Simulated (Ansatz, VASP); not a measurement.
# One calculation of Si, two programs

The input INCAR:

```
SYSTEM = Si
PREC = Accurate
ENCUT = 500
EDIFF = 1E-7
ISMEAR = 0
SIGMA = 0.02
LREAL = .False.
LASPH = .True.
NELM = 120
ALGO = Normal
ISIF = 3
LWAVE = .False.
LCHARG = .False.
IBRION = 2
NSW = 100
EDIFFG = -0.002
GGA_COMPAT = .False.
NELMIN = 4
```

The input KPOINTS:

```
regular mesh
0
Gamma
  12 12 12
  0 0 0
```

The input POSCAR:

```
Si
1.0
    0.0000000000      2.7007329052      2.7007329052
    2.7007329052      0.0000000000      2.7007329052
    2.7007329052      2.7007329052      0.0000000000
Si
2
Direct
    0.0000000000      0.0000000000      0.0000000000
    0.2500000000      0.2500000000      0.2500000000
```

Input for Ansatz:

```yaml
crystal:
  lattice:
    - [0.0, 2.7007329052, 2.7007329052]
    - [2.7007329052, 0.0, 2.7007329052]
    - [2.7007329052, 2.7007329052, 0.0]
  atoms:
    - { symbol: Si, position: [0.0, 0.0, 0.0] }
    - { symbol: Si, position: [0.25, 0.25, 0.25] }
basis:
  ecutwfc: 420
kpoints:
  mp_grid: { grid: [12, 12, 12] }
hamiltonian:
  xc: lda
  pseudopotentials: { kind: paw, azcp: { folder: soft_1 } }
scf:
  occupations: { method: gaussian, width: 0.02 }
output:
  forces: true
  stress: true
  eigenvalues: true
  write_density: true
  write_potential: true
  elf: true
  volumetric_format: npy
relax:
  adjacent_minimum: "off"
  f_tol: 0.002
  max_steps: 80
  cell: { stress_tol: 0.02 }
```

Alike in both runs: task relaxation of cell and atoms; functional LDA; k mesh 12 × 12 × 12; occupations gaussian, width 0.02 eV; no spin polarisation.

```csv
,VASP,Ansatz
version,VASP 6.6.1,Ansatz 0.2.0
potentials or method,"VASP PAW LDA potentials, release 64 (Si), cutoff 500 eV","scalar-relativistic, plane waves, PAW"
valence electrons in the cell,8,8
```

```tsv
	VASP	Ansatz	Ansatz less VASP
gap on the k mesh at the Fermi level, each at its own relaxed structure (eV)	0.44	0.44	+0.002
relaxed volume (Å³/atom)	19.71	19.70	-0.015
relaxed length of the cell vector where the two differ most in proportion (Å)	3.820	3.819	-0.0009
```

Ansatz warns that its potentials were made for another functional, while VASP's fit it. LDA's correlation is that of Perdew and Zunger in VASP and of Perdew and Wang (1992) in Ansatz.
